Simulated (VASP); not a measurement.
# B4Ru: single point with PBE

B4Ru:

```xyz
5
Lattice="-2.3623 2.3623 2.3623 2.3623 -2.3623 2.3623 2.3623 2.3623 -2.3623" Properties=species:S:1:pos:R:3 pbc="T T T"
B     1.1812    1.1812    1.1812
B    -1.1812    1.1812    1.1812
B     1.1812    1.1812   -1.1812
B     1.1812   -1.1812    1.1812
Ru    0.0000    0.0000    0.0000
```

```
Program             : VASP 6.6.1
Task                : single point
Functional          : PBE
Potentials or basis : VASP PAW PBE potentials, release 64 (B, Ru_pv)
Cutoff              : 520 eV
k mesh              : 12 × 12 × 12
Occupations         : gaussian, width 0.1 eV
Spin                : no spin polarisation
```

```
Pressure               : 0.0 GPa
Band gap on the k mesh : zero (band 13 reaches 8.46 eV, above the bottom of band 14 at 4.48 eV)
```

Levels at points of the mesh, in eV from the Fermi level:
```tsv
k point	band 11	band 12	band 13	band 14	band 15	band 16
(0.00, 0.00, 0.00)	-2.43	-2.43	-2.42	-2.42	-2.42	4.12
(0.50, 0.00, 0.00)	-4.36	-3.21	0.33	1.31	1.46	2.22
(0.50, 0.50, 0.50)	-6.28	-6.28	0.56	0.56	2.63	3.80
```

Wall time 76 s on 1 thread of Intel(R) Xeon(R) Platinum 8259CL CPU @ 2.50GHz (Skylake/Cascade Lake), with other jobs on the host, peak memory 0.21 GiB.
